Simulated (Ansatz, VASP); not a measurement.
**Ge4F in VASP and in Ansatz**

```
Ge F
1.0
     4.03036    0.00000    0.00000
     0.00000    4.03036    0.00000
     0.00000    0.00000   21.64166
Ge F
4 1
Cartesian
  0.0000 2.0152 4.0000
  0.0000 0.0000 5.4249
  2.0152 0.0000 6.9179
  2.0152 2.0152 8.3417
  3.0228 3.0228 11.6417
```

Alike in both runs: task single point; functional PBE; dispersion D3(BJ); k mesh 7 × 7 × 1; occupations gaussian, width 0.1 eV; no spin polarisation.

|  | VASP | Ansatz |
| --- | --- | --- |
| version | VASP 6.6.1 | Ansatz 0.2.0 |
| potentials or method | VASP PAW PBE potentials, release 64 (Ge_d, F), cutoff 520 eV | scalar-relativistic, plane waves, PAW |
| valence electrons in the cell | 63 | 63 |

```tsv
	VASP	Ansatz	Ansatz less VASP
gap on the k mesh at the Fermi level (eV)	none	none	-
rms of the force components (eV/Å)	0.246	0.246	+0.0002
work function, face that differs most (eV)	10.49	10.49	+0.004
```

Atom by atom the forces differ by 0.001 eV/Å (rms over components). A gap of «none» marks a metal or a gap that the smearing closes.
